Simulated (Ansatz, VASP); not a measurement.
# One calculation of BP, two programs

File INCAR:

```
SYSTEM = BP
PREC = Accurate
ENCUT = 500
EDIFF = 1E-6
ISMEAR = 0
SIGMA = 0.01
LREAL = .False.
LASPH = .True.
NELM = 120
ALGO = Normal
ISIF = 2
LWAVE = .False.
LCHARG = .False.
GGA = RP
NBANDS = 11
GGA_COMPAT = .False.
```

The input KPOINTS:

```
regular mesh
0
Gamma
  8 8 8
  0 0 0
```

The input POSCAR:

```
BP
1.0
    0.0000000000      2.2690000000      2.2690000000
    2.2690000000      0.0000000000      2.2690000000
    2.2690000000      2.2690000000      0.0000000000
B P
1 1
Direct
    0.0000000000      0.0000000000      0.0000000000
    0.2500000000      0.2500000000      0.2500000000
```

Input for Ansatz:

```yaml
crystal:
  lattice:
    - [0.0, 2.269, 2.269]
    - [2.269, 0.0, 2.269]
    - [2.269, 2.269, 0.0]
  atoms:
    - { symbol: B, position: [0.0, 0.0, 0.0] }
    - { symbol: P, position: [0.25, 0.25, 0.25] }
kpoints:
  mp_grid:
    grid: [8, 8, 8]
hamiltonian:
  xc: rpbe
scf:
  convergence:
    dr2_threshold: 1.0e-09
  occupations:
    method: fixed
output:
  eigenvalues: true
```

Alike in both runs: task single point; functional RPBE; k mesh 8 × 8 × 8; no spin polarisation.

|  | VASP | Ansatz |
| --- | --- | --- |
| version | VASP 6.6.1 | Ansatz 0.2.0 |
| potentials or method | VASP PAW PBE potentials, release 64 (B, P) | plane waves, PAW |
| plane-wave cutoff (eV) | 500 | 420 |
| occupations | gaussian, width 0.01 eV | fixed |
| valence electrons in the cell | 8 | 8 |

```tsv
	VASP	Ansatz	Ansatz less VASP
gap on the k mesh at the Fermi level (eV)	1.28	1.30	+0.014
```

VASP's potentials were made for PBE, not for RPBE.
